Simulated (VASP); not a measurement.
Input of a VASP 6.6.1 run:

The input INCAR:

```
ALGO = Normal
EDIFF = 1E-6
ENCUT = 520
GGA = PS
ISIF = 2
ISMEAR = -1
LASPH = True
LCHARG = False
LREAL = False
LWAVE = False
NBANDS = 21
NELM = 60
PREC = Accurate
SIGMA = 0.1
```

KPOINTS

```
k-points
0
Gamma
  3 3 2
```

The input POSCAR:

```
TiH
1.0
    2.9474900000      0.0000000000      0.0000000000
    0.0000000000      2.9474900000      0.0000000000
    0.0000000000      0.0000000000      4.5681400000
Ti H
2 2
Direct
    0.5000000000      0.0000000000      0.5000000000
    0.0000000000      0.5000000000      0.0000000000
    0.0000000000      0.0000000000      0.2500000000
    0.0000000000      0.0000000000      0.7500000000
```

Potentials or basis: VASP PAW PBE potentials, release 64 (Ti_sv, H).

The run is started by

```sh
$ cat potpaw_PBE.64/Ti_sv/POTCAR potpaw_PBE.64/H/POTCAR > POTCAR
$ mpirun -np 1 vasp_std > vasp.out
```

Q: Predict the band gap on the k mesh.

A: Zero (band 13 reaches 7.47 eV, above the bottom of band 14 at 6.96 eV).

Q: What does it give for the pressure?

A: -3.1 GPa.

Caveat: the k points lie up to 0.71 Å⁻¹ apart; the PAW data sets were made with another functional, which shifts forces and pressure a little.
